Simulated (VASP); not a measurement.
# Be5Ge (P6/mmm) in VASP: further runs, part 2 of 2

VASP 6.6.1. The steps go on from the part before.

### 3 Relaxation of cell and atoms, PBEsol

This run uses another cell than the first one, of 10.08 Å³/atom, 1.002 times its volume.

INCAR reads:

```
PREC = Accurate ; ENCUT = 600
EDIFF = 1E-6 ; ISMEAR = 0
SIGMA = 0.1 ; LREAL = F
LASPH = T ; NELM = 100
ALGO = Normal ; ISIF = 3
LWAVE = F ; LCHARG = F
GGA = PS ; IBRION = 2
NSW = 100 ; EDIFFG = -0.005
```

KPOINTS reads:

```
regular mesh
0
Gamma
  9 9 10
```

POSCAR reads:

```
Be5Ge
1.0
    4.4090319617      0.0000000000      0.0000000000
   -2.2045159808      3.8183336850      0.0000000000
    0.0000000000      0.0000000000      3.5929741809
Be Ge
5 1
Direct
    0.3333333333      0.6666666667      0.0000000000
    0.6666666667      0.3333333333      0.0000000000
    0.5000000000      0.0000000000      0.5000000000
    0.5000000000      0.5000000000      0.5000000000
    0.0000000000      0.5000000000      0.5000000000
    0.0000000000      0.0000000000      0.0000000000
```

Potentials or basis: VASP PAW PBE potentials, release 64 (Be, Ge_d).

Run with:

```sh
$ cat potpaw_PBE.64/Be/POTCAR potpaw_PBE.64/Ge_d/POTCAR > POTCAR
$ mpirun -np 1 vasp_std > vasp.out
```

OUTCAR:

```text
PREC = Accurate
   ENCUT = 600
   EDIFF = 1E-6
   ISMEAR = 0
   LREAL = F
   LASPH = T
   NELM = 100
   ISIF = 3
   GGA = PS
   IBRION = 2
   NSW = 100
   EDIFFG = -0.005

 ion  position               nearest neighbor table
   1  0.333  0.667  0.000-   5 2.20   5 2.20   3 2.20   3 2.20   4 2.20   4 2.20   6 2.55   6 2.55
                             6 2.55
   2  0.667  0.333  0.000-   5 2.20   5 2.20   3 2.20   3 2.20   4 2.20   4 2.20   6 2.55   6 2.55
                             6 2.55
   3  0.500  0.000  0.500-   1 2.20   2 2.20   1 2.20   2 2.20   4 2.20   4 2.20   5 2.20   5 2.20

   4  0.500  0.500  0.500-   1 2.20   2 2.20   1 2.20   2 2.20   5 2.20   5 2.20   3 2.20   3 2.20

   5  0.000  0.500  0.500-   1 2.20   2 2.20   1 2.20   2 2.20   4 2.20   4 2.20   3 2.20   3 2.20

   6  0.000  0.000  0.000-   1 2.55   2 2.55   2 2.55   1 2.55   2 2.55   1 2.55

  LATTYP: Found a hexagonal cell.
 ALAT       =     4.4090319617
 C/A-ratio  =     0.8149122556

  Lattice vectors:

 A1 = (   4.4090319617,   0.0000000000,   0.0000000000)
 A2 = (  -2.2045159808,   3.8183336850,   0.0000000000)
[... 244 lines left out ...]
  band No.  band energies     occupation
      1     -18.1125      2.00000
      2     -18.1117      2.00000
      3     -18.1117      2.00000
      4     -18.0954      2.00000
      5     -18.0954      2.00000
      6      -5.4518      2.00000
[... 433 lines left out ...]
      3     -18.1091      2.00000
      4     -18.0969      2.00000
      5     -18.0969      2.00000
      6      -3.6455      2.00000
[... 8 lines left out ...]
     15      10.3429      0.00000
     16      11.1365      0.00000

 [... further k-points ...]

------------------------ aborting loop because EDIFF is reached ----------------------------------------

  FORCE on cell =-STRESS in cart. coord.  units (eV):
  Direction    XX          YY          ZZ          XY          YZ          ZX
  --------------------------------------------------------------------------------------
  -------------------------------------------------------------------------------------
  Total       -0.0184613     -0.0184613     -0.0174958     -0.0000000      0.0000000     -0.0000000
  in kB       -0.4885294     -0.4885294     -0.4629798     -0.0000000      0.0000000     -0.0000000
  external PRESSURE =      -0.4800129 kB  Pullay stress =       0.0000000 kB

 VOLUME and BASIS-vectors are now :
 -----------------------------------------------------------------------------
  energy-cutoff  :      600.00
  volume of cell :       60.55
      direct lattice vectors                 reciprocal lattice vectors
     4.410384306  0.000000000  0.000000000     0.226737611  0.130907021  0.000000000
    -2.205192153  3.819504850 -0.000000000    -0.000000000  0.261814041  0.000000000
     0.000000000 -0.000000000  3.594179665    -0.000000000 -0.000000000  0.278227605

 POSITION                                       TOTAL-FORCE (eV/Angst)
 -----------------------------------------------------------------------------------
     -0.00000      2.54634      0.00000         0.000000     -0.000000      0.000000
      2.20519      1.27317      0.00000        -0.000000      0.000000     -0.000000
      2.20519      0.00000      1.79709         0.000000     -0.000000     -0.000000
      1.10260      1.90975      1.79709         0.000000     -0.000000     -0.000000
      3.30779      1.90975      1.79709         0.000000     -0.000000     -0.000000
      4.41038      0.00000      0.00000         0.000000      0.000000     -0.000000
 -----------------------------------------------------------------------------------
    total drift:                                0.000000      0.000000     -0.000000

  FREE ENERGIE OF THE ION-ELECTRON SYSTEM (eV)
  ---------------------------------------------------
  free  energy   TOTEN  =       -23.0800703740 eV

  energy  without entropy=      -23.0679813765  energy(sigma->0) =      -23.07402588

 reached required accuracy - stopping structural energy minimisation
```

OSZICAR:

```text
N       E                     dE             d eps       ncg     rms          rms(c)
DAV:   1     0.116700095333E+03    0.11670E+03   -0.12717E+04  2392   0.293E+03
DAV:   2    -0.951072714150E+01   -0.12621E+03   -0.12453E+03  2384   0.538E+02
DAV:   3    -0.237806837735E+02   -0.14270E+02   -0.14116E+02  3264   0.123E+02
DAV:   4    -0.240827170413E+02   -0.30203E+00   -0.30162E+00  2704   0.192E+01
[... 11 lines left out ...]
DAV:   1    -0.230802171041E+02   -0.15110E-03   -0.20823E-03  2968   0.923E-01    0.667E-02
DAV:   2    -0.230801055858E+02    0.11152E-03   -0.20034E-04  2960   0.289E-01    0.347E-02
DAV:   3    -0.230800743318E+02    0.31254E-04   -0.56289E-05  2832   0.126E-01    0.937E-03
DAV:   4    -0.230800707868E+02    0.35450E-05   -0.33784E-06  2504   0.292E-02    0.371E-03
DAV:   5    -0.230800703740E+02    0.41272E-06   -0.19206E-07  1312   0.558E-03
   2 F= -.23080070E+02 E0= -.23074026E+02  d E =-.456553E-05
```

It took 63 s on 1 thread of Intel Xeon Platinum 8488C (Sapphire Rapids), shared host; peak memory 0.24 GiB.

Results:

| Quantity | Value |
| --- | --- |
| Free energy | -23.0801 eV |
| Relaxed volume | 10.09 Å³/atom |
| Relaxed cell | a = 4.410 Å, b = 4.410 Å, c = 3.594 Å, α = 90.00°, β = 90.00°, γ = 120.00° |
| Space group after relaxing (to 0.05 Å) | P6/mmm (No. 191) |
| Energy gained by relaxing | 0.0 meV/atom |
| Ionic steps | 2 |
| Pressure after relaxing | 0.0 GPa |
| Band gap on the k mesh | zero (band 12 reaches 7.72 eV, above the bottom of band 13 at 4.58 eV) |

Final structure:
```xyz
6
Lattice="4.4104 0.0000 0.0000 -2.2052 3.8195 0.0000 0.0000 0.0000 3.5942" Properties=species:S:1:pos:R:3 pbc="T T T"
Be    0.0000    2.5463    0.0000
Be    2.2052    1.2732    0.0000
Be    2.2052    0.0000    1.7971
Be    1.1026    1.9098    1.7971
Be    3.3078    1.9098    1.7971
Ge    4.4104    0.0000    0.0000
```

Levels at points of the mesh, in eV from the Fermi level:
```tsv
k point	band 8	band 9	band 10	band 11	band 12	band 13	band 14	band 15	band 16
(0.00, 0.00, 0.00)	-3.67	-3.67	-3.49	-3.09	-1.96	-1.96	1.93	4.87	5.10
(0.00, 0.00, 0.50)	-3.74	-1.56	-1.56	-1.38	-1.38	-0.96	-0.10	-0.10	0.88
```

Caveat: the PAW data sets were made with another functional, which shifts forces and pressure a little.
